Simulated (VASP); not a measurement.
# GaAs (F-43m) in VASP: single point with PBE

Aim: the single point of GaAs with PBE.

Program: VASP 6.6.1. These are calculated values, not measurements. Logs are shortened: lines on timing, memory, paths and dates and some standing lists are left out, and cuts for length are marked.

### Step 1. The cell of the first run

Symmetry: F-43m, No. 216, cubic system. The conventional cell has a = 5.599 Å, b = 5.599 Å, c = 5.599 Å, α = 90.00°, β = 90.00°, γ = 90.00°. Ga (site symmetry -43m) has 4 As at 2.42 Å within 3.2 Å. As (site symmetry -43m) has 4 Ga at 2.42 Å within 3.2 Å.

### Step 2. Single point, PBE

INCAR reads:

```
ALGO = Normal ; EDIFF = 1E-6
ENCUT = 520 ; GGA = PE
ISIF = 2 ; ISMEAR = -1
LASPH = True ; LCHARG = True
LELF = True ; LREAL = False
LVHAR = True ; LWAVE = False
NBANDS = 16 ; NELM = 100
PREC = Accurate ; SIGMA = 0.1
```

KPOINTS reads:

```
k-points
0
Gamma
  8 8 8
```

POSCAR reads:

```
GaAs
1.0
    0.0000000000      2.7992580000      2.7992580000
    2.7992580000      0.0000000000      2.7992580000
    2.7992580000      2.7992580000      0.0000000000
Ga As
1 1
Direct
    0.0000000000      0.0000000000      0.0000000000
    0.2500000000      0.2500000000      0.2500000000
```

Potentials or basis: VASP PAW PBE potentials, release 64 (Ga_d, As).

The run is started by

```sh
> cat potpaw_PBE.64/Ga_d/POTCAR potpaw_PBE.64/As/POTCAR > POTCAR
> mpirun -np 1 vasp_std > vasp.out
```

OUTCAR:

```text
EDIFF = 1E-6
   ENCUT = 520
   GGA = PE
   ISIF = 2
   ISMEAR = -1
   LASPH = True
   LREAL = False
   NELM = 100
   PREC = Accurate

 ion  position               nearest neighbor table
   1  0.000  0.000  0.000-   2 2.42   2 2.42   2 2.42   2 2.42
   2  0.250  0.250  0.250-   1 2.42   1 2.42   1 2.42   1 2.42

  LATTYP: Found a face centered cubic cell.
 ALAT       =     5.5985160000

  Lattice vectors:

 A1 = (   0.0000000000,   2.7992580000,   2.7992580000)
 A2 = (   2.7992580000,   0.0000000000,   2.7992580000)
 A3 = (   2.7992580000,   2.7992580000,   0.0000000000)

Analysis of symmetry for initial positions (statically):
=====================================================================
 Subroutine PRICEL returns:
 Original cell was already a primitive cell.

 Routine SETGRP: Setting up the symmetry group for a
 face centered cubic supercell.

 Subroutine GETGRP returns: Found 24 space group operations
 (whereof 24 operations were pure point group operations)
 out of a pool of 48 trial point group operations.

The static configuration has the point symmetry T_d .

Analysis of symmetry for dynamics (positions and initial velocities):
=====================================================================
 Subroutine PRICEL returns:
 Original cell was already a primitive cell.

 Routine SETGRP: Setting up the symmetry group for a
 face centered cubic supercell.

 Subroutine GETGRP returns: Found 24 space group operations
 (whereof 24 operations were pure point group operations)
 out of a pool of 48 trial point group operations.

The dynamic configuration has the point symmetry T_d .

 Subroutine INISYM returns: Found 24 space group operations
 (whereof 24 operations are pure point group operations),
 and found     1 'primitive' translations

----------------------------------------------------------------------------------------

                                     Primitive cell

  volume of cell :      43.8691

  direct lattice vectors                    reciprocal lattice vectors
     0.000000000  2.799258000  2.799258000    -0.178618763  0.178618763  0.178618763
     2.799258000  0.000000000  2.799258000     0.178618763 -0.178618763  0.178618763
     2.799258000  2.799258000  0.000000000     0.178618763  0.178618763 -0.178618763

  length of vectors
     3.958748628  3.958748628  3.958748628     0.309376772  0.309376772  0.309376772

  position of ions in fractional coordinates (direct lattice)
     0.000000000  0.000000000  0.000000000
     0.250000000  0.250000000  0.250000000

  ion indices of the primitive-cell ions
   primitive index   ion index
                 1           1
                 2           2

----------------------------------------------------------------------------------------

 KPOINTS: k-points

Automatic generation of k-mesh.
 Grid dimensions read from file:
 generate k-points for:    8    8    8

 Generating k-lattice:

  Cartesian coordinates                     Fractional coordinates (reciprocal lattice)
    -0.022327345  0.022327345  0.022327345     0.125000000  0.000000000  0.000000000
     0.022327345 -0.022327345  0.022327345     0.000000000  0.125000000  0.000000000
     0.022327345  0.022327345 -0.022327345     0.000000000  0.000000000  0.125000000

  Length of vectors
     0.038672096  0.038672096  0.038672096

  Shift w.r.t. Gamma in fractional coordinates (k-lattice)
     0.000000000  0.000000000  0.000000000

 Subroutine IBZKPT returns following result:
 ===========================================

 Found     29 irreducible k-points:

 Following reciprocal coordinates:
            Coordinates               Weight
  0.000000  0.000000  0.000000      1.000000
  0.125000  0.000000  0.000000      8.000000
  0.250000  0.000000  0.000000      8.000000
  0.375000  0.000000  0.000000      8.000000
  0.500000  0.000000  0.000000      4.000000
  0.125000  0.125000  0.000000      6.000000
[... 16 lines left out ...]
  0.500000  0.250000  0.125000     48.000000
 -0.375000  0.250000  0.125000     24.000000
 [... further k-points ...]
   k-points           NKPTS =     29   k-points in BZ     NKDIM =     29   number of bands    NBANDS=     16
   number of dos      NEDOS =    301   number of ions     NIONS =      2
   total plane-waves  NPLWV =  27000
   dimension x,y,z NGX =    30 NGY =   30 NGZ =   30
   dimension x,y,z NGXF=    60 NGYF=   60 NGZF=   60
   ions per type =               1   1
   NGX,Y,Z   is equivalent  to a cutoff of  12.60, 12.60, 12.60 a.u.
   NGXF,Y,Z  is equivalent  to a cutoff of  25.20, 25.20, 25.20 a.u.
 SYSTEM =  unknown system
   PREC   = accura    normal or accurate (medium, high low for compatibility)
   ISTART =      0    job   : 0-new  1-cont  2-samecut
   ICHARG =      2    charge: 1-file 2-atom 10-const
   ISPIN  =      1    spin polarized calculation?
   LNONCOLLINEAR =      F non collinear calculations
   LSORBIT =      F    spin-orbit coupling
   LASPH  =      T    aspherical Exc in radial PAW
   ENCUT  =  520.0 eV  38.22 Ry    6.18 a.u.   7.36  7.36  7.36*2*pi/ulx,y,z
   NELM   =    100;   NELMIN=  2; NELMDL= -5     # of ELM steps
   EDIFF  = 0.1E-05   stopping-criterion for ELM
   LREAL  =      F    real-space projection
   EDIFFG = 0.1E-04   stopping-criterion for IOM
   NSW    =      0    number of steps for IOM
   IBRION =     -1    ionic relax: 0-MD 1-quasi-New 2-CG
   NFREE  =      0    steps in history (QN), initial steepest desc. (CG)
   ISIF   =      2    stress and relaxation
   ISYM   =      2    0-nonsym 1-usesym 2-fastsym
   POTIM  = 0.5000    time-step for ionic-motion
   TEBEG  =    0.0;   TEEND  =   0.0 temperature during run
   PSTRESS=    0.0 pullay stress
   NELECT =      18.0000    total number of electrons
   NUPDOWN=      -1.0000    fix difference up-down
   EMIN   =  10.00;   EMAX   =-10.00  energy-range for DOS
   EFERMI =   0.00;   METHOD = LEGACY
   ISMEAR =    -1;   SIGMA  =   0.10  broadening in eV -4-tet -1-fermi 0-gaus
   EFERMI_NEDOS =   21; number of points for ismear=-14 and -15
   IALGO  =     38    algorithm
   IMIX   =      4    mixing-type and parameters
     AMIX     =   0.40;   BMIX     =  1.00
     AMIX_MAG =   1.60;   BMIX_MAG =  1.00
  volume/ion in A,a.u.               =      21.93       148.02
  Fermi-wavevector in a.u.,A,eV,Ry     =   1.216502  2.298855 20.134942  1.479877
  Thomas-Fermi vector in A             =   2.351853
   LORBIT       =      0    0 simple, 1 ext, 2 COOP (PROOUT), +10 PAW based schemes
   GGA     = PE    functional components
   LHFCALC =     F    Hartree Fock is set to
   AEXX    =    0.0000 exact exchange contribution
   IVDW    =     0    specifies the selected vdW correction
   LEPSILON=     F    determine dielectric tensor
   LRPA    =     F    only Hartree local field effects (RPA)
 non-spin polarized calculation
  energy-cutoff  :      520.00
  volume of cell :       43.87
 maximum number of plane-waves:      1243
 NGX is ok and might be reduce to    30
   NGX = 15   NGY = 15   NGZ = 15

 number of electron      18.0000014 magnetization

 Free energy of the ion-electron system (eV)
  ---------------------------------------------------
  ext. energy  EPLUGINS =         0.00000000
  ---------------------------------------------------
  free energy    TOTEN  =        -8.20924367 eV

  energy without entropy =       -8.20898239  energy(sigma->0) =       -8.20911303

 E-fermi :   4.6584     XC(G=0):  -9.7206

 val. band max:        4.2140056232   @ k =   0.0000   0.0000   0.0000
 cond. band min:       4.9584867653   @ k =   0.0000   0.0000   0.0000
 fundamental gap:      0.7444811421
 Fermi energy:         4.6583784990

 k-point     1 :       0.0000    0.0000    0.0000
  band No.  band energies     occupation
      1     -10.6508      2.00000
      2     -10.6508      2.00000
      3     -10.6508      2.00000
      4     -10.5641      2.00000
      5     -10.5641      2.00000
      6      -8.7276      2.00000
[... 8 lines left out ...]
     15      14.4091      0.00000
     16      14.4091      0.00000

 k-point     2 :       0.1250    0.0000    0.0000
  band No.  band energies     occupation
      1     -10.6664      2.00000
      2     -10.6469      2.00000
      3     -10.6469      2.00000
      4     -10.5643      2.00000
      5     -10.5643      2.00000
      6      -8.5366      2.00000
[... 8 lines left out ...]
     15      13.5241      0.00000
     16      13.5241      0.00000

 k-point     3 :       0.2500    0.0000    0.0000
  band No.  band energies     occupation
      1     -10.7000      2.00000
      2     -10.6384      2.00000
      3     -10.6384      2.00000
      4     -10.5638      2.00000
      5     -10.5638      2.00000
      6      -8.0034      2.00000
[... 8 lines left out ...]
     15      13.2835      0.00000
     16      13.2835      0.00000

 k-point     4 :       0.3750    0.0000    0.0000
  band No.  band energies     occupation
      1     -10.7293      2.00000
      2     -10.6317      2.00000
      3     -10.6317      2.00000
      4     -10.5615      2.00000
      5     -10.5615      2.00000
      6      -7.2845      2.00000
[... 8 lines left out ...]
     15      14.4934      0.00000
     16      14.4934      0.00000

 k-point     5 :       0.5000    0.0000    0.0000
  band No.  band energies     occupation
      1     -10.7406      2.00000
      2     -10.6295      2.00000
      3     -10.6295      2.00000
      4     -10.5599      2.00000
      5     -10.5599      2.00000
      6      -6.8691      2.00000
[... 8 lines left out ...]
     15      16.2273      0.00000
     16      16.2273      0.00000

 k-point     6 :       0.1250    0.1250    0.0000
  band No.  band energies     occupation
      1     -10.6750      2.00000
      2     -10.6432      2.00000
      3     -10.6432      2.00000
      4     -10.5674      2.00000
      5     -10.5621      2.00000
      6      -8.4733      2.00000
[... 8 lines left out ...]
     15      13.2199      0.00000
     16      14.6646      0.00000
[... 267 lines left out ...]
 k-point    21 :       0.5000    0.5000    0.0000
  band No.  band energies     occupation
      1     -10.7740      2.00000
      2     -10.5965      2.00000
      3     -10.5965      2.00000
      4     -10.5932      2.00000
      5     -10.5501      2.00000
      6      -6.0901      2.00000
[... 8 lines left out ...]
     15      17.7093      0.00000
     16      17.7176      0.00000

 k-point    22 :       0.3750    0.2500    0.1250
  band No.  band energies     occupation
      1     -10.7244      2.00000
      2     -10.6282      2.00000
      3     -10.6252      2.00000
      4     -10.5731      2.00000
      5     -10.5585      2.00000
      6      -7.5545      2.00000
[... 8 lines left out ...]
     15      15.2635      0.00000
     16      15.8001      0.00000

 k-point    23 :       0.5000    0.2500    0.1250
  band No.  band energies     occupation
      1     -10.7424      2.00000
      2     -10.6242      2.00000
      3     -10.6178      2.00000
      4     -10.5718      2.00000
      5     -10.5589      2.00000
      6      -6.8878      2.00000
[... 8 lines left out ...]
     15      15.1868      0.00000
     16      16.6249      0.00000

 k-point    24 :      -0.3750    0.2500    0.1250
  band No.  band energies     occupation
      1     -10.7492      2.00000
      2     -10.6235      2.00000
      3     -10.6151      2.00000
      4     -10.5691      2.00000
      5     -10.5603      2.00000
      6      -6.5099      2.00000
[... 8 lines left out ...]
     15      15.9265      0.00000
     16      16.5246      0.00000

 [... further k-points ...]
[... 5 lines left out ...]
  --------------------------------------------------------------------------------------
  -------------------------------------------------------------------------------------
  Total        1.6045918      1.6045918      1.6045918     -0.0000000      0.0000000     -0.0000000
  in kB       58.6025320     58.6025320     58.6025320     -0.0000000      0.0000000     -0.0000000
  external PRESSURE =      58.6025320 kB  Pullay stress =       0.0000000 kB

 VOLUME and BASIS-vectors are now :
 -----------------------------------------------------------------------------
  energy-cutoff  :      520.00
  volume of cell :       43.87
      direct lattice vectors                 reciprocal lattice vectors
     0.000000000  2.799258000  2.799258000    -0.178618763  0.178618763  0.178618763
     2.799258000  0.000000000  2.799258000     0.178618763 -0.178618763  0.178618763
     2.799258000  2.799258000  0.000000000     0.178618763  0.178618763 -0.178618763

 POSITION                                       TOTAL-FORCE (eV/Angst)
 -----------------------------------------------------------------------------------
      0.00000      0.00000      0.00000         0.000000      0.000000      0.000000
      1.39963      1.39963      1.39963        -0.000000     -0.000000     -0.000000
 -----------------------------------------------------------------------------------
    total drift:                                0.000001      0.000001      0.000001

  FREE ENERGIE OF THE ION-ELECTRON SYSTEM (eV)
  ---------------------------------------------------
  free  energy   TOTEN  =        -8.2092436729 eV

  energy  without entropy=       -8.2089823852  energy(sigma->0) =       -8.20911303
```

Run time: 38 s. Hardware: 1 thread of Intel Xeon 8259CL, shared host; peak memory 0.18 GiB.

Results:

* Free energy: -8.2092 eV
* Pressure: 5.9 GPa
* Band gap on the k mesh: 0.74 eV, direct

A k mesh can miss the band edges.
